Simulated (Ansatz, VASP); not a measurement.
# Two plane-wave programs on AlN

POSCAR

```
AlN
1.0
    3.3557014719      0.0000000000      0.0000000000
   -1.6778507360      2.9061221181      0.0000000000
    0.0000000000      0.0000000000      4.2426688325
Al N
2 2
Direct
    0.3333333333      0.6666666667      0.7500000000
    0.6666666667      0.3333333333      0.2500000000
    0.3333333333      0.6666666667      0.2500000000
    0.6666666667      0.3333333333      0.7500000000
```

INCAR.step1

```
PREC     = Accurate       # precision mode
ENCUT    = 520            # plane-wave cutoff, eV
ISMEAR   = 0              # smearing method
SIGMA    = 0.01           # smearing width, eV
LREAL    = F              # projectors in reciprocal space
LASPH    = T              # aspherical terms in the spheres
NELM     = 60             # most SCF steps
NBANDS   = 16             # bands
GGA      = PE             # functional
ALGO     = Normal         # electronic algorithm
EDIFF    = 1E-4           # SCF threshold, eV
LWAVE    = T              # write WAVECAR
LCHARG   = F              # write CHGCAR
```

INCAR.step2

```
PREC     = Accurate       # precision mode
ENCUT    = 520            # plane-wave cutoff, eV
EDIFF    = 1E-7           # SCF threshold, eV
ISMEAR   = 0              # smearing method
SIGMA    = 0.01           # smearing width, eV
LREAL    = F              # projectors in reciprocal space
LASPH    = T              # aspherical terms in the spheres
NELM     = 60             # most SCF steps
ALGO     = Normal         # electronic algorithm
ISIF     = 2              # what is computed and relaxed
LWAVE    = F              # write WAVECAR
LCHARG   = F              # write CHGCAR
METAGGA  = R2SCAN         # meta-GGA
LMIXTAU  = T            
NBANDS   = 16             # bands
ISTART   = 1
```

KPOINTS

```
Automatic mesh
0
Gamma
  12 12 6
```

Input for Ansatz:

```yaml
crystal:
  lattice:
    - [3.35570147194327, 0.0, 0.0]
    - [-1.677850735971635, 2.906122118092105, 0.0]
    - [0.0, 0.0, 4.242668832539433]
  atoms:
    - { symbol: Al, position: [0.3333333333333333, 0.6666666666666666, 0.75] }
    - { symbol: Al, position: [0.6666666666666666, 0.3333333333333333, 0.25] }
    - { symbol: "N", position: [0.3333333333333333, 0.6666666666666666, 0.25] }
    - { symbol: "N", position: [0.6666666666666666, 0.3333333333333333, 0.75] }
basis:
  ecutwfc: 517.016338673772
kpoints:
  mp_grid:
    grid: [12, 12, 6]
hamiltonian:
  xc: r2scan
  pseudopotentials:
    kind: paw
scf:
  convergence:
    dr2_threshold: 1.0e-09
  occupations:
    method: fixed
output:
  stress: true
```

Alike in both runs: task single point; functional r2SCAN; k mesh 12 × 12 × 6; no spin polarisation.

|  | VASP | Ansatz |
| --- | --- | --- |
| version | VASP 6.6.1 | Ansatz 0.2.0 |
| potentials or method | VASP PAW PBE potentials, release 64 (Al, N), cutoff 520 eV | plane waves, PAW |
| occupations | gaussian, width 0.01 eV | fixed |
| valence electrons in the cell | 16 | 16 |

```csv
,VASP,Ansatz,Ansatz less VASP
pressure (GPa),-13.1,-12.6,+0.51
"traceless stress, the component that is largest in VASP (GPa)",0.74,0.94,+0.199
```

VASP's potentials were made for PBE, not for r2SCAN. Ansatz's warnings: stress scf threshold loose.
